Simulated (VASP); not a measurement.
# Cd (P6_3/mmc) in VASP: single point with LDA

Aim: the single point of Cd with LDA.

Everything below comes from runs of VASP 6.6.1. Logs are shortened: lines on timing, memory, paths and dates and some standing lists are left out, and cuts for length are marked.

## 1. The cell of the first run

Symmetry: P6_3/mmc, No. 194, hexagonal system. Conventional cell: a = 2.906 Å, b = 2.906 Å, c = 5.481 Å, α = 90.00°, β = 90.00°, γ = 120.00°. Within 3.8 Å of Cd (site symmetry -6m2) lie 12 Cd at 2.91 to 3.21 Å.

## 2. Single point, LDA

INCAR

```
SYSTEM = Cd
PREC = Accurate
ENCUT = 630
EDIFF = 1E-6
ISMEAR = 0
SIGMA = 0.05
LREAL = .False.
LASPH = .True.
NELM = 120
ALGO = Normal
ISIF = 2
LWAVE = .False.
LCHARG = .True.
GGA = CA
LELF = .True.
LVHAR = .True.
NBANDS = 27
GGA_COMPAT = .False.
```

KPOINTS

```
Automatic mesh
0
Gamma
  16 16 7
  0 0 0
```

POSCAR

```
Cd
1.0
    2.9064826401      0.0000000000      0.0000000000
   -1.4532413200      2.5170878020      0.0000000000
    0.0000000000      0.0000000000      5.4811395655
Cd
2
Direct
    0.3333333333      0.6666666667      0.2500000000
    0.6666666667      0.3333333333      0.7500000000
```

Potentials or basis: VASP PAW LDA potentials, release 64 (Cd_sv_GW).

On the command line:

```bash
$ cat potpaw_LDA.64/Cd_sv_GW/POTCAR > POTCAR
$ mpirun -np 1 vasp_std > vasp.out
```

OUTCAR:

```text
SYSTEM = Cd
   PREC = Accurate
   ENCUT = 630
   EDIFF = 1E-6
   ISMEAR = 0
   LREAL = .False.
   LASPH = .True.
   NELM = 120
   ISIF = 2
   GGA = CA

 ion  position               nearest neighbor table
   1  0.333  0.667  0.250-
   2  0.667  0.333  0.750-

  LATTYP: Found a hexagonal cell.
 ALAT       =     2.9064826401
 C/A-ratio  =     1.8858325489

  Lattice vectors:

 A1 = (   2.9064826401,   0.0000000000,   0.0000000000)
 A2 = (  -1.4532413200,   2.5170878020,   0.0000000000)
 A3 = (   0.0000000000,   0.0000000000,   5.4811395655)

Analysis of symmetry for initial positions (statically):
=====================================================================
 Subroutine PRICEL returns:
 Original cell was already a primitive cell.

 Routine SETGRP: Setting up the symmetry group for a
 hexagonal supercell.

 Subroutine GETGRP returns: Found 24 space group operations
 (whereof 12 operations were pure point group operations)
 out of a pool of 24 trial point group operations.

The static configuration has the point symmetry D_3d.
 The point group associated with its full space group is D_6h.

Analysis of symmetry for dynamics (positions and initial velocities):
=====================================================================
 Subroutine PRICEL returns:
 Original cell was already a primitive cell.

 Routine SETGRP: Setting up the symmetry group for a
 hexagonal supercell.

 Subroutine GETGRP returns: Found 24 space group operations
 (whereof 12 operations were pure point group operations)
 out of a pool of 24 trial point group operations.

The dynamic configuration has the point symmetry D_3d.
 The point group associated with its full space group is D_6h.

 Subroutine INISYM returns: Found 24 space group operations
 (whereof 12 operations are pure point group operations),
 and found     1 'primitive' translations

----------------------------------------------------------------------------------------

                                     Primitive cell

  volume of cell :      40.0993

  direct lattice vectors                    reciprocal lattice vectors
     2.906482640  0.000000000  0.000000000     0.344058480  0.198642256  0.000000000
    -1.453241320  2.517087802  0.000000000     0.000000000  0.397284512  0.000000000
     0.000000000  0.000000000  5.481139566     0.000000000  0.000000000  0.182443813

  length of vectors
     2.906482640  2.906482640  5.481139566     0.397284512  0.397284512  0.182443813

  position of ions in fractional coordinates (direct lattice)
     0.333333333  0.666666667  0.250000000
     0.666666667  0.333333333  0.750000000

  ion indices of the primitive-cell ions
   primitive index   ion index
                 1           1
                 2           2

----------------------------------------------------------------------------------------

 KPOINTS: Automatic mesh

Automatic generation of k-mesh.
 Grid dimensions read from file:
 generate k-points for:   16   16    7

 Generating k-lattice:

  Cartesian coordinates                     Fractional coordinates (reciprocal lattice)
     0.021503655  0.012415141  0.000000000     0.062500000  0.000000000  0.000000000
     0.000000000  0.024830282  0.000000000     0.000000000  0.062500000  0.000000000
     0.000000000  0.000000000  0.026063402     0.000000000  0.000000000  0.142857143

  Length of vectors
     0.024830282  0.024830282  0.026063402

  Shift w.r.t. Gamma in fractional coordinates (k-lattice)
     0.000000000  0.000000000  0.000000000

 Subroutine IBZKPT returns following result:
 ===========================================

 Found    120 irreducible k-points:

 Following reciprocal coordinates:
            Coordinates               Weight
  0.000000  0.000000  0.000000      1.000000
  0.062500 -0.000000  0.000000      6.000000
  0.125000 -0.000000  0.000000      6.000000
  0.187500 -0.000000  0.000000      6.000000
  0.250000 -0.000000  0.000000      6.000000
  0.312500 -0.000000  0.000000      6.000000
[... 16 lines left out ...]
  0.187500  0.187500  0.000000      6.000000
  0.250000  0.187500  0.000000     12.000000
 [... further k-points ...]
   k-points           NKPTS =    120   k-points in BZ     NKDIM =    120   number of bands    NBANDS=     27
   number of dos      NEDOS =    301   number of ions     NIONS =      2
   total plane-waves  NPLWV =  27648
   dimension x,y,z NGX =    24 NGY =   24 NGZ =   48
   dimension x,y,z NGXF=    48 NGYF=   48 NGZF=   96
   ions per type =               2
   NGX,Y,Z   is equivalent  to a cutoff of  13.73, 13.73, 14.56 a.u.
   NGXF,Y,Z  is equivalent  to a cutoff of  27.46, 27.46, 29.12 a.u.
 SYSTEM =  Cd
   PREC   = accura    normal or accurate (medium, high low for compatibility)
   ISTART =      0    job   : 0-new  1-cont  2-samecut
   ICHARG =      2    charge: 1-file 2-atom 10-const
   ISPIN  =      1    spin polarized calculation?
   LNONCOLLINEAR =      F non collinear calculations
   LSORBIT =      F    spin-orbit coupling
   LASPH  =      T    aspherical Exc in radial PAW
   ENCUT  =  630.0 eV  46.30 Ry    6.80 a.u.   5.95  5.95 11.22*2*pi/ulx,y,z
   NELM   =    120;   NELMIN=  2; NELMDL= -5     # of ELM steps
   EDIFF  = 0.1E-05   stopping-criterion for ELM
   LREAL  =      F    real-space projection
   EDIFFG = 0.1E-04   stopping-criterion for IOM
   NSW    =      0    number of steps for IOM
   IBRION =     -1    ionic relax: 0-MD 1-quasi-New 2-CG
   NFREE  =      0    steps in history (QN), initial steepest desc. (CG)
   ISIF   =      2    stress and relaxation
   ISYM   =      2    0-nonsym 1-usesym 2-fastsym
   POTIM  = 0.5000    time-step for ionic-motion
   TEBEG  =    0.0;   TEEND  =   0.0 temperature during run
   PSTRESS=    0.0 pullay stress
   NELECT =      40.0000    total number of electrons
   NUPDOWN=      -1.0000    fix difference up-down
   EMIN   =  10.00;   EMAX   =-10.00  energy-range for DOS
   EFERMI =   0.00;   METHOD = LEGACY
   ISMEAR =     0;   SIGMA  =   0.05  broadening in eV -4-tet -1-fermi 0-gaus
   EFERMI_NEDOS =   21; number of points for ismear=-14 and -15
   IALGO  =     38    algorithm
   IMIX   =      4    mixing-type and parameters
     AMIX     =   0.40;   BMIX     =  1.00
     AMIX_MAG =   1.60;   BMIX_MAG =  1.00
  volume/ion in A,a.u.               =      20.05       135.30
  Fermi-wavevector in a.u.,A,eV,Ry     =   1.635746  3.091112 36.404628  2.675665
  Thomas-Fermi vector in A             =   2.727168
   LORBIT       =      0    0 simple, 1 ext, 2 COOP (PROOUT), +10 PAW based schemes
   GGA     = CA    functional components
   LHFCALC =     F    Hartree Fock is set to
   AEXX    =    0.0000 exact exchange contribution
   IVDW    =     0    specifies the selected vdW correction
   LEPSILON=     F    determine dielectric tensor
   LRPA    =     F    only Hartree local field effects (RPA)
 non-spin polarized calculation
 Gauss-broadening in eV      SIGMA  =   0.05
  energy-cutoff  :      630.00
  volume of cell :       40.10
 maximum number of plane-waves:      1458
 NGX is ok and might be reduce to    24
   NGX = 11   NGY = 11   NGZ = 23

 number of electron      40.0000003 magnetization

 Free energy of the ion-electron system (eV)
  ---------------------------------------------------
  ext. energy  EPLUGINS =         0.00000000
  ---------------------------------------------------
  free energy    TOTEN  =        -3.06859502 eV

  energy without entropy =       -3.06755561  energy(sigma->0) =       -3.06807532

 E-fermi :   7.0091     XC(G=0): -12.0929

 val. band max:        6.9889767575   @ k =   0.1875   0.0625   0.1429
 cond. band min:       7.0294332062   @ k =   0.3125  -0.0000   0.0000
 fundamental gap:      0.0404564488
 Fermi energy:         7.0090963420

 k-point     1 :       0.0000    0.0000    0.0000
  band No.  band energies     occupation
      1     -95.6036      2.00000
      2     -95.6018      2.00000
      3     -56.9834      2.00000
      4     -56.9552      2.00000
      5     -56.9350      2.00000
      6     -56.9350      2.00000
[... 19 lines left out ...]
     26      22.3516      0.00000
     27      22.6825      0.00000

 k-point     2 :       0.0625   -0.0000    0.0000
  band No.  band energies     occupation
      1     -95.6033      2.00000
      2     -95.6016      2.00000
      3     -56.9828      2.00000
      4     -56.9551      2.00000
      5     -56.9378      2.00000
      6     -56.9358      2.00000
[... 19 lines left out ...]
     26      22.6435      0.00000
     27      22.7694      0.00000

 k-point     3 :       0.1250   -0.0000    0.0000
  band No.  band energies     occupation
      1     -95.6026      2.00000
      2     -95.6010      2.00000
      3     -56.9812      2.00000
      4     -56.9549      2.00000
      5     -56.9457      2.00000
      6     -56.9428      2.00000
[... 19 lines left out ...]
     26      22.3650      0.00000
     27      22.6265      0.00000

 k-point     4 :       0.1875   -0.0000    0.0000
  band No.  band energies     occupation
      1     -95.6015      2.00000
      2     -95.6000      2.00000
      3     -56.9788      2.00000
      4     -56.9576      2.00000
      5     -56.9548      2.00000
      6     -56.9547      2.00000
[... 19 lines left out ...]
     26      20.6043      0.00000
     27      21.1192      0.00000

 k-point     5 :       0.2500   -0.0000    0.0000
  band No.  band energies     occupation
      1     -95.6002      2.00000
      2     -95.5989      2.00000
      3     -56.9757      2.00000
      4     -56.9716      2.00000
      5     -56.9688      2.00000
      6     -56.9548      2.00000
[... 19 lines left out ...]
     26      20.1311      0.00000
     27      20.7319      0.00000

 k-point     6 :       0.3125   -0.0000    0.0000
  band No.  band energies     occupation
      1     -95.5989      2.00000
      2     -95.5978      2.00000
      3     -56.9856      2.00000
      4     -56.9827      2.00000
      5     -56.9724      2.00000
      6     -56.9550      2.00000
[... 444 lines left out ...]
      1     -95.5967      2.00000
      2     -95.5961      2.00000
      3     -57.0025      2.00000
      4     -56.9996      2.00000
      5     -56.9659      2.00000
      6     -56.9603      2.00000
[... 19 lines left out ...]
     26      18.0513      0.00000
     27      18.6243      0.00000

 k-point    22 :       0.4375    0.1250    0.0000
  band No.  band energies     occupation
      1     -95.5965      2.00000
      2     -95.5960      2.00000
      3     -57.0048      2.00000
      4     -57.0018      2.00000
      5     -56.9648      2.00000
      6     -56.9613      2.00000
[... 19 lines left out ...]
     26      17.9095      0.00000
     27      18.5369      0.00000

 k-point    23 :       0.1875    0.1875    0.0000
  band No.  band energies     occupation
      1     -95.5986      2.00000
      2     -95.5976      2.00000
      3     -56.9826      2.00000
      4     -56.9820      2.00000
      5     -56.9716      2.00000
      6     -56.9551      2.00000
[... 19 lines left out ...]
     26      17.7396      0.00000
     27      18.2559      0.00000

 k-point    24 :       0.2500    0.1875    0.0000
  band No.  band energies     occupation
      1     -95.5976      2.00000
      2     -95.5967      2.00000
      3     -56.9907      2.00000
      4     -56.9896      2.00000
      5     -56.9686      2.00000
      6     -56.9601      2.00000
[... 19 lines left out ...]
     26      16.9174      0.00000
     27      17.6246      0.00000

 [... further k-points ...]

------------------------ aborting loop because EDIFF is reached ----------------------------------------

  FORCE on cell =-STRESS in cart. coord.  units (eV):
  Direction    XX          YY          ZZ          XY          YZ          ZX
  --------------------------------------------------------------------------------------
  -------------------------------------------------------------------------------------
  Total        0.0372672      0.0372672     -0.1228873      0.0000000      0.0000000      0.0000000
  in kB        1.4890209      1.4890209     -4.9099892      0.0000000      0.0000000      0.0000000
  external PRESSURE =      -0.6439825 kB  Pullay stress =       0.0000000 kB

 VOLUME and BASIS-vectors are now :
 -----------------------------------------------------------------------------
  energy-cutoff  :      630.00
  volume of cell :       40.10
      direct lattice vectors                 reciprocal lattice vectors
     2.906482640  0.000000000  0.000000000     0.344058480  0.198642256  0.000000000
    -1.453241320  2.517087802  0.000000000     0.000000000  0.397284512  0.000000000
     0.000000000  0.000000000  5.481139566     0.000000000  0.000000000  0.182443813

 POSITION                                       TOTAL-FORCE (eV/Angst)
 -----------------------------------------------------------------------------------
     -0.00000      1.67806      1.37028        -0.000000      0.000000     -0.000000
      1.45324      0.83903      4.11085         0.000000     -0.000000      0.000000
 -----------------------------------------------------------------------------------
    total drift:                               -0.000000      0.000000      0.000000

  FREE ENERGIE OF THE ION-ELECTRON SYSTEM (eV)
  ---------------------------------------------------
  free  energy   TOTEN  =        -3.0685950228 eV

  energy  without entropy=       -3.0675556084  energy(sigma->0) =       -3.06807532
```

Wall time 54 s (1 thread of Intel Xeon 6975P-C (Granite Rapids), shared host); peak memory 0.28 GiB.

What came out:

* Free energy: -3.0686 eV
* Pressure: -0.1 GPa
* Band gap on the k mesh: zero (bands 20 and 21 overlap by 4.00 eV)

Levels at points of the mesh, in eV from the Fermi level:
```csv
k point,band 16,band 17,band 18,band 19,band 20,band 21,band 22,band 23,band 24,band 25
"(0.00, 0.00, 0.00)",-8.79,-8.79,-8.49,-8.49,-3.40,-3.02,10.65,13.98,15.22,15.34
"(0.50, 0.00, 0.00)",-8.53,-8.19,-8.16,-2.56,-1.89,2.04,3.03,3.49,5.51,8.48
```

The gap in the log of VASP goes by the Fermi energy; the results here count the filled bands.